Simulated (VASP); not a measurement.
# TiAl (P-6m2) in VASP: notebook

The runs below take TiAl through single point, with PBE.

Everything below comes from runs of VASP 6.6.1. Logs are shortened: lines on timing, memory, paths and dates and some standing lists are left out, and cuts for length are marked.

## 1. The cell of the first run

It takes space group P-6m2 (No. 187, hexagonal). The conventional cell has a = 2.917 Å, b = 2.917 Å, c = 4.741 Å, α = 90.00°, β = 90.00°, γ = 120.00°. Ti (site symmetry -6m2) has 6 Al at 2.91 Å and 6 Ti at 2.92 Å within 3.8 Å. Within 3.8 Å of Al (site symmetry -6m2) lie 6 Ti at 2.91 Å and 6 Al at 2.92 Å.

## 2. Single point, PBE

INCAR

```
  ALGO = Normal
  EDIFF = 1E-6
  ENCUT = 520
  GGA = PE
  ISIF = 2
  ISMEAR = 0
  LASPH = True
  LCHARG = True
  LELF = True
  LREAL = False
  LVHAR = True
  LWAVE = False
  NBANDS = 14
  NELM = 100
  PREC = Accurate
  SIGMA = 0.15
```

KPOINTS

```
k-points
0
Gamma
  18 18 10
```

POSCAR

```
TiAl
1.0
    2.9170000000      0.0000000000      0.0000000000
   -1.4585000000      2.5261961028      0.0000000000
    0.0000000000      0.0000000000      4.7414000000
Ti Al
1 1
Direct
    0.0000000000      0.0000000000      0.0000000000
    0.3333333333      0.6666666667      0.5000000000
```

Potentials or basis: VASP PAW PBE potentials, release 64 (Ti_sv, Al).

Launch:

```console
cat potpaw_PBE.64/Ti_sv/POTCAR potpaw_PBE.64/Al/POTCAR > POTCAR
mpirun -np 1 vasp_std > vasp.out
```

OUTCAR:

```text
EDIFF = 1E-6
   ENCUT = 520
   GGA = PE
   ISIF = 2
   ISMEAR = 0
   LASPH = True
   LREAL = False
   NELM = 100
   PREC = Accurate

 ion  position               nearest neighbor table
   1  0.000  0.000  0.000-   2 2.91   2 2.91   2 2.91   2 2.91   2 2.91   2 2.91
   2  0.333  0.667  0.500-   1 2.91   1 2.91   1 2.91   1 2.91   1 2.91   1 2.91

  LATTYP: Found a hexagonal cell.
 ALAT       =     2.9170000000
 C/A-ratio  =     1.6254370929

  Lattice vectors:

 A1 = (   2.9170000000,   0.0000000000,   0.0000000000)
 A2 = (  -1.4585000000,   2.5261961028,   0.0000000000)
 A3 = (   0.0000000000,   0.0000000000,   4.7414000000)

Analysis of symmetry for initial positions (statically):
=====================================================================
 Subroutine PRICEL returns:
 Original cell was already a primitive cell.

 Routine SETGRP: Setting up the symmetry group for a
 hexagonal supercell.

 Subroutine GETGRP returns: Found 12 space group operations
 (whereof 12 operations were pure point group operations)
 out of a pool of 24 trial point group operations.

The static configuration has the point symmetry D_3h.

Analysis of symmetry for dynamics (positions and initial velocities):
=====================================================================
 Subroutine PRICEL returns:
 Original cell was already a primitive cell.

 Routine SETGRP: Setting up the symmetry group for a
 hexagonal supercell.

 Subroutine GETGRP returns: Found 12 space group operations
 (whereof 12 operations were pure point group operations)
 out of a pool of 24 trial point group operations.

The dynamic configuration has the point symmetry D_3h.

 Subroutine INISYM returns: Found 12 space group operations
 (whereof 12 operations are pure point group operations),
 and found     1 'primitive' translations

----------------------------------------------------------------------------------------

                                     Primitive cell

  volume of cell :      34.9390

  direct lattice vectors                    reciprocal lattice vectors
     2.917000000  0.000000000  0.000000000     0.342817964  0.197926044  0.000000000
    -1.458500000  2.526196103  0.000000000     0.000000000  0.395852087  0.000000000
     0.000000000  0.000000000  4.741400000     0.000000000  0.000000000  0.210908171

  length of vectors
     2.917000000  2.917000000  4.741400000     0.395852087  0.395852087  0.210908171

  position of ions in fractional coordinates (direct lattice)
     0.000000000  0.000000000  0.000000000
     0.333333333  0.666666667  0.500000000

  ion indices of the primitive-cell ions
   primitive index   ion index
                 1           1
                 2           2

----------------------------------------------------------------------------------------

 KPOINTS: k-points

Automatic generation of k-mesh.
 Grid dimensions read from file:
 generate k-points for:   18   18   10

 Generating k-lattice:

  Cartesian coordinates                     Fractional coordinates (reciprocal lattice)
     0.019045442  0.010995891  0.000000000     0.055555556 -0.000000000  0.000000000
     0.000000000  0.021991783  0.000000000     0.000000000  0.055555556  0.000000000
     0.000000000  0.000000000  0.021090817     0.000000000  0.000000000  0.100000000

  Length of vectors
     0.021991783  0.021991783  0.021090817

  Shift w.r.t. Gamma in fractional coordinates (k-lattice)
     0.000000000  0.000000000  0.000000000

 Subroutine IBZKPT returns following result:
 ===========================================

 Found    222 irreducible k-points:

 Following reciprocal coordinates:
            Coordinates               Weight
  0.000000  0.000000  0.000000      1.000000
  0.055556  0.000000  0.000000      6.000000
  0.111111  0.000000  0.000000      6.000000
  0.166667 -0.000000  0.000000      6.000000
  0.222222 -0.000000  0.000000      6.000000
  0.277778  0.000000  0.000000      6.000000
[... 16 lines left out ...]
  0.333333  0.111111  0.000000     12.000000
  0.388889  0.111111  0.000000     12.000000
 [... further k-points ...]
   k-points           NKPTS =    222   k-points in BZ     NKDIM =    222   number of bands    NBANDS=     14
   number of dos      NEDOS =    301   number of ions     NIONS =      2
   total plane-waves  NPLWV =  20736
   dimension x,y,z NGX =    24 NGY =   24 NGZ =   36
   dimension x,y,z NGXF=    48 NGYF=   48 NGZF=   72
   ions per type =               1   1
   NGX,Y,Z   is equivalent  to a cutoff of  13.68, 13.68, 12.62 a.u.
   NGXF,Y,Z  is equivalent  to a cutoff of  27.36, 27.36, 25.25 a.u.
 SYSTEM =  unknown system
   PREC   = accura    normal or accurate (medium, high low for compatibility)
   ISTART =      0    job   : 0-new  1-cont  2-samecut
   ICHARG =      2    charge: 1-file 2-atom 10-const
   ISPIN  =      1    spin polarized calculation?
   LNONCOLLINEAR =      F non collinear calculations
   LSORBIT =      F    spin-orbit coupling
   LASPH  =      T    aspherical Exc in radial PAW
   ENCUT  =  520.0 eV  38.22 Ry    6.18 a.u.   5.42  5.42  8.82*2*pi/ulx,y,z
   NELM   =    100;   NELMIN=  2; NELMDL= -5     # of ELM steps
   EDIFF  = 0.1E-05   stopping-criterion for ELM
   LREAL  =      F    real-space projection
   EDIFFG = 0.1E-04   stopping-criterion for IOM
   NSW    =      0    number of steps for IOM
   IBRION =     -1    ionic relax: 0-MD 1-quasi-New 2-CG
   NFREE  =      0    steps in history (QN), initial steepest desc. (CG)
   ISIF   =      2    stress and relaxation
   ISYM   =      2    0-nonsym 1-usesym 2-fastsym
   POTIM  = 0.5000    time-step for ionic-motion
   TEBEG  =    0.0;   TEEND  =   0.0 temperature during run
   PSTRESS=    0.0 pullay stress
   NELECT =      15.0000    total number of electrons
   NUPDOWN=      -1.0000    fix difference up-down
   EMIN   =  10.00;   EMAX   =-10.00  energy-range for DOS
   EFERMI =   0.00;   METHOD = LEGACY
   ISMEAR =     0;   SIGMA  =   0.15  broadening in eV -4-tet -1-fermi 0-gaus
   EFERMI_NEDOS =   21; number of points for ismear=-14 and -15
   IALGO  =     38    algorithm
   IMIX   =      4    mixing-type and parameters
     AMIX     =   0.40;   BMIX     =  1.00
     AMIX_MAG =   1.60;   BMIX_MAG =  1.00
  volume/ion in A,a.u.               =      17.47       117.89
  Fermi-wavevector in a.u.,A,eV,Ry     =   1.235005  2.333820 20.752099  1.525236
  Thomas-Fermi vector in A             =   2.369672
   LORBIT       =      0    0 simple, 1 ext, 2 COOP (PROOUT), +10 PAW based schemes
   GGA     = PE    functional components
   LHFCALC =     F    Hartree Fock is set to
   AEXX    =    0.0000 exact exchange contribution
   IVDW    =     0    specifies the selected vdW correction
   LEPSILON=     F    determine dielectric tensor
   LRPA    =     F    only Hartree local field effects (RPA)
 non-spin polarized calculation
 Gauss-broadening in eV      SIGMA  =   0.15
  energy-cutoff  :      520.00
  volume of cell :       34.94
 maximum number of plane-waves:       966
 NGX is ok and might be reduce to    24
   NGX = 11   NGY = 11   NGZ = 17

 number of electron      14.9999996 magnetization

 Free energy of the ion-electron system (eV)
  ---------------------------------------------------
  ext. energy  EPLUGINS =         0.00000000
  ---------------------------------------------------
  free energy    TOTEN  =       -12.07546991 eV

  energy without entropy =      -12.04624378  energy(sigma->0) =      -12.06085685

 E-fermi :   7.3861     XC(G=0): -10.7323

 val. band max:        7.3847426060   @ k =   0.3333   0.3333   0.5000
 cond. band min:       7.3878842254   @ k =   0.3333   0.3333   0.4000
 fundamental gap:      0.0031416194
 Fermi energy:         7.3861461842

 k-point     1 :       0.0000    0.0000    0.0000
  band No.  band energies     occupation
      1     -49.2548      2.00000
      2     -25.5650      2.00000
      3     -25.1983      2.00000
      4     -25.1983      2.00000
      5      -1.3100      2.00000
      6       5.1559      2.00000
      7       5.6056      2.00000
      8       8.5989      0.00000
      9       8.5989      0.00000
     10       9.9811      0.00000
     11       9.9811      0.00000
     12      11.0828      0.00000
     13      19.8351      0.00000
     14      19.8351      0.00000

 k-point     2 :       0.0556    0.0000    0.0000
  band No.  band energies     occupation
      1     -49.2525      2.00000
      2     -25.5627      2.00000
      3     -25.2134      2.00000
      4     -25.2018      2.00000
      5      -1.2359      2.00000
      6       5.2360      2.00000
      7       5.6173      2.00000
      8       8.5299      0.00000
      9       8.6572      0.00000
     10       9.9615      0.00000
     11       9.9984      0.00000
     12      11.0992      0.00000
     13      18.5425      0.00000
     14      19.0575      0.00000

 k-point     3 :       0.1111    0.0000    0.0000
  band No.  band energies     occupation
      1     -49.2459      2.00000
      2     -25.5560      2.00000
      3     -25.2565      2.00000
      4     -25.2116      2.00000
      5      -1.0147      2.00000
      6       5.4671      2.00000
      7       5.6507      2.00000
      8       8.3401      0.00000
      9       8.8287      0.00000
     10       9.9054      0.00000
     11      10.0529      0.00000
     12      11.1456      0.00000
     13      16.7499      0.00000
     14      18.1499      0.00000

 k-point     4 :       0.1667   -0.0000    0.0000
  band No.  band energies     occupation
      1     -49.2358      2.00000
      2     -25.5458      2.00000
      3     -25.3221      2.00000
      4     -25.2267      2.00000
      5      -0.6497      2.00000
      6       5.7013      2.00000
      7       5.8152      2.00000
      8       8.0757      0.00000
      9       9.1027      0.00000
     10       9.8208      0.00000
     11      10.1519      0.00000
     12      11.2112      0.00000
     13      14.9994      0.00000
     14      17.3417      0.00000

 k-point     5 :       0.2222   -0.0000    0.0000
  band No.  band energies     occupation
      1     -49.2233      2.00000
      2     -25.5332      2.00000
      3     -25.4019      2.00000
      4     -25.2451      2.00000
      5      -0.1459      2.00000
      6       5.7626      2.00000
      7       6.1999      2.00000
      8       7.8027      0.00009
      9       9.4604      0.00000
     10       9.7190      0.00000
     11      10.3039      0.00000
[... 276 lines left out ...]
 k-point    22 :       0.2778    0.1111    0.0000
  band No.  band energies     occupation
      1     -49.1940      2.00000
      2     -25.5621      2.00000
      3     -25.5038      2.00000
      4     -25.3115      2.00000
      5       1.4572      2.00000
      6       5.9606      2.00000
      7       6.6146      2.00000
      8       7.2697      1.72782
      9       9.1756      0.00000
     10       9.9902      0.00000
     11      11.1373      0.00000
     12      11.2551      0.00000
     13      12.1381      0.00000
     14      13.6190      0.00000

 k-point    23 :       0.3333    0.1111    0.0000
  band No.  band energies     occupation
      1     -49.1844      2.00000
      2     -25.6167      2.00000
      3     -25.4941      2.00000
      4     -25.3306      2.00000
      5       2.3224      2.00000
      6       6.0355      2.00000
      7       6.2338      2.00000
      8       6.9357      1.99998
      9       9.0139      0.00000
     10      10.0623      0.00000
     11      11.1785      0.00000
     12      11.5218      0.00000
     13      12.4496      0.00000
     14      13.3827      0.00000

 k-point    24 :       0.3889    0.1111    0.0000
  band No.  band energies     occupation
      1     -49.1781      2.00000
      2     -25.6521      2.00000
      3     -25.4878      2.00000
      4     -25.3430      2.00000
      5       3.2665      2.00000
      6       5.4498      2.00000
      7       6.0894      2.00000
      8       6.6791      2.00000
      9       8.9026      0.00000
     10      10.2807      0.00000
     11      11.1528      0.00000
     12      11.8597      0.00000
     13      12.6673      0.00000
     14      13.4791      0.00000

 [... further k-points ...]
[... 5 lines left out ...]
  --------------------------------------------------------------------------------------
  -------------------------------------------------------------------------------------
  Total       -0.8383984     -0.8383984     -1.2074674      0.0000000      0.0000000     -0.0000000
  in kB      -38.4459811    -38.4459811    -55.3701754      0.0000000      0.0000000     -0.0000000
  external PRESSURE =     -44.0873792 kB  Pullay stress =       0.0000000 kB

 VOLUME and BASIS-vectors are now :
 -----------------------------------------------------------------------------
  energy-cutoff  :      520.00
  volume of cell :       34.94
      direct lattice vectors                 reciprocal lattice vectors
     2.917000000  0.000000000  0.000000000     0.342817964  0.197926044  0.000000000
    -1.458500000  2.526196103  0.000000000     0.000000000  0.395852087  0.000000000
     0.000000000  0.000000000  4.741400000     0.000000000  0.000000000  0.210908171

 POSITION                                       TOTAL-FORCE (eV/Angst)
 -----------------------------------------------------------------------------------
      0.00000      0.00000      0.00000        -0.000000      0.000000      0.000000
     -0.00000      1.68413      2.37070         0.000000      0.000000      0.000000
 -----------------------------------------------------------------------------------
    total drift:                                0.000000     -0.000000      0.000000

  FREE ENERGIE OF THE ION-ELECTRON SYSTEM (eV)
  ---------------------------------------------------
  free  energy   TOTEN  =       -12.0754699136 eV

  energy  without entropy=      -12.0462437832  energy(sigma->0) =      -12.06085685
```

Wall time 53 s (1 thread of AMD EPYC 9R45 (Zen 5), shared host); peak memory 0.21 GiB.

Results:

* Free energy: -12.0755 eV
* Pressure: -4.4 GPa

## 3. Single point, PBE

This run uses another cell than the first one, of 17.55 Å³/atom, 1.005 times its volume.

INCAR

```
SYSTEM = TiAl
PREC = Accurate
ENCUT = 520
EDIFF = 1E-7
ISMEAR = 0
SIGMA = 0.15
LREAL = .FALSE.
LASPH = .TRUE.
NELM = 80
ALGO = Normal
ISIF = 2
LWAVE = .FALSE.
LCHARG = .FALSE.
GGA = PE
NBANDS = 14
```

KPOINTS

```
Automatic mesh
0
G
  18 18 10
  0 0 0
```

POSCAR

```
TiAl
1.0
    2.9530000000      0.0000000000      0.0000000000
   -1.4765000000      2.5573730174      0.0000000000
    0.0000000000      0.0000000000      4.6484095146
Ti Al
1 1
Direct
    0.0000000000      0.0000000000      0.0000000000
    0.3333333333      0.6666666667      0.5000000000
```

Potentials or basis: VASP PAW PBE potentials, release 64 (Ti_sv, Al).

Launch:

```console
cat potpaw_PBE.64/Ti_sv/POTCAR potpaw_PBE.64/Al/POTCAR > POTCAR
mpirun -np 1 vasp_std > vasp.out
```

Wall time 58 s (1 thread of AMD EPYC 9R45 (Zen 5), shared host); peak memory 0.21 GiB.

The run converged. Its results:

```yaml
Free_energy: -12.0700 eV
Pressure: -4.5 GPa
```

Stress tensor (GPa, compression positive):
```
-5.16  0.00  0.00
 0.00 -5.16  0.00
 0.00  0.00 -3.16
```

Levels at points of the mesh, in eV from the Fermi level:
| k point | band 6 | band 7 | band 8 | band 9 | band 10 | band 11 |
| --- | --- | --- | --- | --- | --- | --- |
| (0.00, 0.00, 0.00) | -2.09 | -1.53 | 1.18 | 1.18 | 2.49 | 2.49 |
| (0.50, 0.00, 0.00) | -2.87 | -1.37 | -0.84 | 1.89 | 3.56 | 3.84 |
| (0.00, 0.00, 0.50) | -5.08 | -0.22 | 1.20 | 1.20 | 2.40 | 2.40 |
| (0.50, 0.00, 0.50) | -2.31 | -1.71 | 0.39 | 0.96 | 1.66 | 2.98 |

(Continued in part 2 of 2.)
